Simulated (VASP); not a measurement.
A run of VASP 6.6.1:

The input INCAR:

```
SYSTEM = TiCrC4N4
PREC = Accurate
ENCUT = 520
EDIFF = 1E-6
ISMEAR = 0
SIGMA = 0.1
LREAL = .FALSE.
LASPH = .TRUE.
NELM = 150
ALGO = Normal
ISIF = 2
LWAVE = .FALSE.
LCHARG = .FALSE.
ISPIN = 2
MAGMOM = -1 3 0 0 0 0 0 0 0 0
LORBIT = 11
LMAXMIX = 4
GGA = PE
NBANDS = 45
```

The input KPOINTS:

```
Automatic mesh
0
G
  4 4 4
  0 0 0
```

POSCAR

```
TiCrC4N4
1.0
    5.9328513700      0.0000000000      0.0000000000
    0.0000000000      5.9328513700      0.0000000000
    0.0000000000      0.0000000000      5.9328513700
Ti Cr C N
1 1 4 4
Direct
    0.5000000000      0.5000000000      0.5000000000
    0.0000000000      0.0000000000      0.0000000000
    0.1885947800      0.1885947800      0.1885947800
    0.1885947800      0.8114052200      0.8114052200
    0.8114052200      0.1885947800      0.8114052200
    0.8114052200      0.8114052200      0.1885947800
    0.3024523200      0.3024523200      0.3024523200
    0.3024523200      0.6975476800      0.6975476800
    0.6975476800      0.3024523200      0.6975476800
    0.6975476800      0.6975476800      0.3024523200
```

Potentials or basis: VASP PAW PBE potentials, release 64 (Ti_sv, Cr_pv, C, N).

The run is started by

```bash
$ cat potpaw_PBE.64/Ti_sv/POTCAR potpaw_PBE.64/Cr_pv/POTCAR potpaw_PBE.64/C/POTCAR potpaw_PBE.64/N/POTCAR > POTCAR
$ mpirun -np 1 vasp_std > vasp.out
```

Hardware: 1 thread of Intel(R) Xeon(R) Platinum 8488C (Sapphire Rapids), with other jobs on the host.

Question: How long does it take, and how much memory?

Answer: Wall time 4.6 min on 1 thread of Intel(R) Xeon(R) Platinum 8488C (Sapphire Rapids), on a shared host, peak memory 0.48 GiB. Counts: scf iterations 21, k points 10.
